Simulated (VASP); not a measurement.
# MoS2 (P6_3/mmc) in VASP: relaxation of shape and atoms at fixed volume with PBE+D3(BJ)

Aim: the relaxation of shape and atoms at fixed volume of MoS2 with PBE+D3(BJ).

Program: VASP 6.6.1. These are calculated values, not measurements. Logs are shortened: lines on timing, memory, paths and dates and some standing lists are left out, and cuts for length are marked.

## 1. The cell of the first run

The structure is hexagonal, space group P6_3/mmc (No. 194). Conventional cell: a = 3.081 Å, b = 3.081 Å, c = 11.492 Å, α = 90.00°, β = 90.00°, γ = 120.00°. Within 3.1 Å of Mo (site symmetry -6m2) lie 6 S at 2.36 Å and 6 Mo at 3.08 Å. Within 3.1 Å of S (site symmetry 3m) lie 3 Mo at 2.36 Å and 6 S at 3.08 Å.

## 2. Relaxation of shape and atoms at fixed volume, PBE+D3(BJ) (volume scaled by 0.91)

File INCAR:

```
  PREC = Accurate
  ENCUT = 600
  EDIFF = 1E-7
  ISMEAR = 0
  SIGMA = 0.02
  LREAL = False
  LASPH = True
  NELM = 80
  ALGO = Normal
  ISIF = 4
  LWAVE = False
  LCHARG = False
  GGA = PE
  IVDW = 12
  IBRION = 2
  NSW = 50
  EDIFFG = -0.01
```

File KPOINTS:

```
Automatic mesh
0
Gamma
  12 12 4
```

File POSCAR:

```
MoS2
1.0
    3.0812733573      0.0000000000      0.0000000000
   -1.5406366786      2.6684610034      0.0000000000
    0.0000000000      0.0000000000     11.4919570098
Mo S
2 4
Direct
    0.3333333333      0.6666666667      0.2500000000
    0.6666666667      0.3333333333      0.7500000000
    0.3333333333      0.6666666667      0.6149745222
    0.6666666667      0.3333333333      0.1149745222
    0.3333333333      0.6666666667      0.8850254778
    0.6666666667      0.3333333333      0.3850254778
```

Potentials or basis: VASP PAW PBE potentials, release 64 (Mo_sv, S).

Launch:

```sh
$ cat potpaw_PBE.64/Mo_sv/POTCAR potpaw_PBE.64/S/POTCAR > POTCAR
$ mpirun -np 1 vasp_std > vasp.out
```

OUTCAR:

```text
PREC = Accurate
   ENCUT = 600
   EDIFF = 1E-7
   ISMEAR = 0
   LREAL = False
   LASPH = True
   NELM = 80
   ISIF = 4
   GGA = PE
   IVDW = 12
   IBRION = 2
   NSW = 50
   EDIFFG = -0.01
 IVDW          = 12

 ion  position               nearest neighbor table
   1  0.333  0.667  0.250-   4 2.36   6 2.36   4 2.36   6 2.36   4 2.36   6 2.36
   2  0.667  0.333  0.750-   3 2.36   5 2.36   3 2.36   5 2.36   3 2.36   5 2.36
   3  0.333  0.667  0.615-   2 2.36   2 2.36   2 2.36
   4  0.667  0.333  0.115-   1 2.36   1 2.36   1 2.36
   5  0.333  0.667  0.885-   2 2.36   2 2.36   2 2.36
   6  0.667  0.333  0.385-   1 2.36   1 2.36   1 2.36

  LATTYP: Found a hexagonal cell.
 ALAT       =     3.0812733573
 C/A-ratio  =     3.7296129480

  Lattice vectors:

 A1 = (   3.0812733573,   0.0000000000,   0.0000000000)
 A2 = (  -1.5406366786,   2.6684610034,   0.0000000000)
 A3 = (   0.0000000000,   0.0000000000,  11.4919570098)

Analysis of symmetry for initial positions (statically):
=====================================================================
 Subroutine PRICEL returns:
 Original cell was already a primitive cell.

 Routine SETGRP: Setting up the symmetry group for a
 hexagonal supercell.

 Subroutine GETGRP returns: Found 24 space group operations
 (whereof 12 operations were pure point group operations)
 out of a pool of 24 trial point group operations.

The static configuration has the point symmetry D_3d.
 The point group associated with its full space group is D_6h.

Analysis of symmetry for dynamics (positions and initial velocities):
=====================================================================
 Subroutine PRICEL returns:
 Original cell was already a primitive cell.

 Routine SETGRP: Setting up the symmetry group for a
 hexagonal supercell.

 Subroutine GETGRP returns: Found 24 space group operations
 (whereof 12 operations were pure point group operations)
 out of a pool of 24 trial point group operations.

The dynamic configuration has the point symmetry D_3d.
 The point group associated with its full space group is D_6h.

 Subroutine INISYM returns: Found 24 space group operations
 (whereof 12 operations are pure point group operations),
 and found     1 'primitive' translations

----------------------------------------------------------------------------------------

                                     Primitive cell

  volume of cell :      94.4898

  direct lattice vectors                    reciprocal lattice vectors
     3.081273357  0.000000000  0.000000000     0.324541150  0.187373921  0.000000000
    -1.540636679  2.668461003  0.000000000     0.000000000  0.374747841  0.000000000
     0.000000000  0.000000000 11.491957010     0.000000000  0.000000000  0.087017381

  length of vectors
     3.081273357  3.081273357 11.491957010     0.374747841  0.374747841  0.087017381

  position of ions in fractional coordinates (direct lattice)
     0.333333333  0.666666667  0.250000000
     0.666666667  0.333333333  0.750000000
     0.333333333  0.666666667  0.614974522
     0.666666667  0.333333333  0.114974522
     0.333333333  0.666666667  0.885025478
     0.666666667  0.333333333  0.385025478

  ion indices of the primitive-cell ions
   primitive index   ion index
                 1           1
                 2           2
                 3           3
                 4           4
                 5           5
                 6           6

----------------------------------------------------------------------------------------

 KPOINTS: Automatic mesh

Automatic generation of k-mesh.
 Grid dimensions read from file:
 generate k-points for:   12   12    4

 Generating k-lattice:

  Cartesian coordinates                     Fractional coordinates (reciprocal lattice)
     0.027045096  0.015614493  0.000000000     0.083333333  0.000000000  0.000000000
     0.000000000  0.031228987  0.000000000     0.000000000  0.083333333  0.000000000
     0.000000000  0.000000000  0.021754345     0.000000000  0.000000000  0.250000000

  Length of vectors
     0.031228987  0.031228987  0.021754345

  Shift w.r.t. Gamma in fractional coordinates (k-lattice)
     0.000000000  0.000000000  0.000000000

 Subroutine IBZKPT returns following result:
 ===========================================

 Found     57 irreducible k-points:

 Following reciprocal coordinates:
            Coordinates               Weight
  0.000000  0.000000  0.000000      1.000000
  0.083333  0.000000  0.000000      6.000000
  0.166667  0.000000  0.000000      6.000000
  0.250000  0.000000  0.000000      6.000000
  0.333333  0.000000  0.000000      6.000000
  0.416667  0.000000  0.000000      6.000000
[... 16 lines left out ...]
  0.250000  0.000000  0.250000     12.000000
  0.333333  0.000000  0.250000     12.000000
 [... further k-points ...]
   k-points           NKPTS =     57   k-points in BZ     NKDIM =     57   number of bands    NBANDS=     31
   number of dos      NEDOS =    301   number of ions     NIONS =      6
   total plane-waves  NPLWV =  75264
   dimension x,y,z NGX =    28 NGY =   28 NGZ =   96
   dimension x,y,z NGXF=    56 NGYF=   56 NGZF=  192
   ions per type =               2   4
   NGX,Y,Z   is equivalent  to a cutoff of  15.11, 15.11, 13.89 a.u.
   NGXF,Y,Z  is equivalent  to a cutoff of  30.21, 30.21, 27.78 a.u.
 SYSTEM =  unknown system
   PREC   = accura    normal or accurate (medium, high low for compatibility)
   ISTART =      0    job   : 0-new  1-cont  2-samecut
   ICHARG =      2    charge: 1-file 2-atom 10-const
   ISPIN  =      1    spin polarized calculation?
   LNONCOLLINEAR =      F non collinear calculations
   LSORBIT =      F    spin-orbit coupling
   LASPH  =      T    aspherical Exc in radial PAW
   ENCUT  =  600.0 eV  44.10 Ry    6.64 a.u.   6.15  6.15 22.95*2*pi/ulx,y,z
   NELM   =     80;   NELMIN=  2; NELMDL= -5     # of ELM steps
   EDIFF  = 0.1E-06   stopping-criterion for ELM
   LREAL  =      F    real-space projection
   EDIFFG = -.1E-01   stopping-criterion for IOM
   NSW    =     50    number of steps for IOM
   IBRION =      2    ionic relax: 0-MD 1-quasi-New 2-CG
   NFREE  =      1    steps in history (QN), initial steepest desc. (CG)
   ISIF   =      4    stress and relaxation
   ISYM   =      2    0-nonsym 1-usesym 2-fastsym
   POTIM  = 0.5000    time-step for ionic-motion
   TEBEG  =    0.0;   TEEND  =   0.0 temperature during run
   PSTRESS=    0.0 pullay stress
   NELECT =      52.0000    total number of electrons
   NUPDOWN=      -1.0000    fix difference up-down
   EMIN   =  10.00;   EMAX   =-10.00  energy-range for DOS
   EFERMI =   0.00;   METHOD = LEGACY
   ISMEAR =     0;   SIGMA  =   0.02  broadening in eV -4-tet -1-fermi 0-gaus
   EFERMI_NEDOS =   21; number of points for ismear=-14 and -15
   IALGO  =     38    algorithm
   IMIX   =      4    mixing-type and parameters
     AMIX     =   0.40;   BMIX     =  1.00
     AMIX_MAG =   1.60;   BMIX_MAG =  1.00
  volume/ion in A,a.u.               =      15.75       106.27
  Fermi-wavevector in a.u.,A,eV,Ry     =   1.341573  2.535205 24.488006  1.799818
  Thomas-Fermi vector in A             =   2.469796
   LORBIT       =      0    0 simple, 1 ext, 2 COOP (PROOUT), +10 PAW based schemes
   GGA     = PE    functional components
   LHFCALC =     F    Hartree Fock is set to
   AEXX    =    0.0000 exact exchange contribution
   IVDW    =    12    specifies the selected vdW correction
   LEPSILON=     F    determine dielectric tensor
   LRPA    =     F    only Hartree local field effects (RPA)
 conjugate gradient relaxation of ions
 non-spin polarized calculation
 Gauss-broadening in eV      SIGMA  =   0.02
  energy-cutoff  :      600.00
  volume of cell :       94.49
 maximum number of plane-waves:      3176
 NGX is ok and might be reduce to    28
   NGX = 13   NGY = 13   NGZ = 45

--------------------------------------- Ionic step        1  -------------------------------------------

 number of electron      52.0000001 magnetization

 Free energy of the ion-electron system (eV)
  ---------------------------------------------------
  ext. energy  EPLUGINS =         0.00000000
  ---------------------------------------------------
  free energy    TOTEN  =       -43.06611016 eV

  energy without entropy =      -43.06611016  energy(sigma->0) =      -43.06611016

------------------------ aborting loop because EDIFF is reached ----------------------------------------

 Edisp (eV)   -2.89680

 E8    (eV) :    -1.1681

  FORCE on cell =-STRESS in cart. coord.  units (eV):
  Direction    XX          YY          ZZ          XY          YZ          ZX
  --------------------------------------------------------------------------------------
  -------------------------------------------------------------------------------------
  Total       5.84603     5.84603     6.33217     0.00000     0.00000    -0.00000
  in kB      99.12582    99.12582   107.36873     0.00000     0.00000    -0.00000
  external pressure =      101.87 kB  Pullay stress =        0.00 kB

 VOLUME and BASIS-vectors are now :
 -----------------------------------------------------------------------------
  energy-cutoff  :      600.00
  volume of cell :       94.49
      direct lattice vectors                 reciprocal lattice vectors
     3.081273357  0.000000000  0.000000000     0.324541150  0.187373921  0.000000000
    -1.540636679  2.668461003  0.000000000     0.000000000  0.374747841  0.000000000
     0.000000000  0.000000000 11.491957010     0.000000000  0.000000000  0.087017381
[... 133 lines left out ...]
 POSITION                                       TOTAL-FORCE (eV/Angst)
 -----------------------------------------------------------------------------------
     -0.00000      1.78271      2.86096         0.000000     -0.000000      0.000000
      1.54387      0.89136      8.58287        -0.000000      0.000000      0.000000
     -0.00000      1.78271      7.01170         0.000000     -0.000000     -0.012582
      1.54387      0.89136      1.28978         0.000000     -0.000000     -0.012582
     -0.00000      1.78271     10.15405        -0.000000      0.000000      0.012582
      1.54387      0.89136      4.43213        -0.000000      0.000000      0.012582
 -----------------------------------------------------------------------------------
    total drift:                               -0.000000      0.000000     -0.000000

  FREE ENERGIE OF THE ION-ELECTRON SYSTEM (eV)
  ---------------------------------------------------
  free  energy   TOTEN  =       -45.9906394827 eV

  energy  without entropy=      -45.9906394827  energy(sigma->0) =      -45.99063948

--------------------------------------- Ionic step        5  -------------------------------------------

 number of electron      52.0000006 magnetization

 Free energy of the ion-electron system (eV)
  ---------------------------------------------------
  ext. energy  EPLUGINS =         0.00000000
  ---------------------------------------------------
  free energy    TOTEN  =       -43.09273233 eV

  energy without entropy =      -43.09273233  energy(sigma->0) =      -43.09273233

 E-fermi :   9.7370     XC(G=0): -11.6024

 val. band max:        9.4789552180   @ k =   0.0000   0.0000   0.0000
 cond. band min:       9.8948548438   @ k =   0.1667   0.1667   0.0000
 fundamental gap:      0.4158996258
 Fermi energy:         9.7370416962

 k-point     1 :       0.0000    0.0000    0.0000
  band No.  band energies     occupation
      1     -52.2253      2.00000
      2     -52.2253      2.00000
      3     -26.4340      2.00000
      4     -26.4335      2.00000
      5     -26.1225      2.00000
      6     -26.1225      2.00000
[... 805 lines left out ...]
     30      11.3614      0.00000
     31      12.0641      0.00000

 [... further k-points ...]

------------------------ aborting loop because EDIFF is reached ----------------------------------------

 Edisp (eV)   -2.89844

 E8    (eV) :    -1.1689

  FORCE on cell =-STRESS in cart. coord.  units (eV):
  Direction    XX          YY          ZZ          XY          YZ          ZX
  --------------------------------------------------------------------------------------
  -------------------------------------------------------------------------------------
  Total       4.22023     4.22023     4.22592     0.00000     0.00000     0.00000
  in kB      71.55864    71.55864    71.65513     0.00000     0.00000     0.00000
  external pressure =       71.59 kB  Pullay stress =        0.00 kB

 VOLUME and BASIS-vectors are now :
 -----------------------------------------------------------------------------
  energy-cutoff  :      600.00
  volume of cell :       94.49
      direct lattice vectors                 reciprocal lattice vectors
     3.091676249  0.000000000 -0.000000000     0.323449132  0.186743444  0.000000000
    -1.545838124  2.677470172  0.000000000    -0.000000000  0.373486887 -0.000000000
    -0.000000000  0.000000000 11.414750703     0.000000000 -0.000000000  0.087605943

 POSITION                                       TOTAL-FORCE (eV/Angst)
 -----------------------------------------------------------------------------------
     -0.00000      1.78498      2.85369        -0.000000     -0.000000      0.000000
      1.54584      0.89249      8.56106        -0.000000      0.000000      0.000000
     -0.00000      1.78498      6.99161         0.000000     -0.000000     -0.003464
      1.54584      0.89249      1.28423         0.000000     -0.000000     -0.003464
     -0.00000      1.78498     10.13052        -0.000000      0.000000      0.003464
      1.54584      0.89249      4.42315        -0.000000      0.000000      0.003464
 -----------------------------------------------------------------------------------
    total drift:                               -0.000000      0.000000     -0.000000

  FREE ENERGIE OF THE ION-ELECTRON SYSTEM (eV)
  ---------------------------------------------------
  free  energy   TOTEN  =       -45.9911773304 eV

  energy  without entropy=      -45.9911773304  energy(sigma->0) =      -45.99117733

 reached required accuracy - stopping structural energy minimisation
```

It took 9.6 min on 1 thread of AMD EPYC 9R45 (Zen 5), shared host; peak memory 0.35 GiB.

What came out:

```
Free energy                  : -45.9912 eV
Energy gained by relaxing    : 4.7 meV/atom
Ionic steps                  : 5
Pressure after relaxing      : 7.2 GPa
Largest force after relaxing : 0.003 eV/Å
Band gap on the k mesh       : 0.42 eV, indirect (least direct gap 1.83 eV)
Dispersion energy per atom   : -0.483 eV
```

Forces on the atoms (eV/Å):
```
Mo   0.000  0.000  0.000
Mo   0.000  0.000  0.000
S    0.000  0.000 -0.003
S    0.000  0.000 -0.003
S    0.000  0.000  0.003
S    0.000  0.000  0.003
```

Step by step:
| step | energy change (eV) | largest force (eV/Å) | pressure (GPa) | volume (Å³) |
| --- | --- | --- | --- | --- |
| 1 | 0.0000 | 0.5291 | 10.19 | 94.49 |
| 2 | -0.0206 | 0.0865 | 7.19 | 94.49 |
| 3 | -0.0219 | 0.0334 | 7.77 | 94.49 |
| 4 | -0.0277 | 0.0126 | 7.33 | 94.49 |
| 5 | -0.0283 | 0.0035 | 7.16 | 94.49 |

Final structure:
```yaml
crystal:
  lattice:
    - [3.09168, 0.00000, 0.00000]
    - [-1.54584, 2.67747, 0.00000]
    - [0.00000, 0.00000, 11.41475]
  atoms:
    - { symbol: Mo, position: [0.33333, 0.66667, 0.25000] }
    - { symbol: Mo, position: [0.66667, 0.33333, 0.75000] }
    - { symbol: S, position: [0.33333, 0.66667, 0.61251] }
    - { symbol: S, position: [0.66667, 0.33333, 0.11251] }
    - { symbol: S, position: [0.33333, 0.66667, 0.88749] }
    - { symbol: S, position: [0.66667, 0.33333, 0.38749] }
```

Caveat: the cell differs from its parent crystal (volume scaled by 0.91).
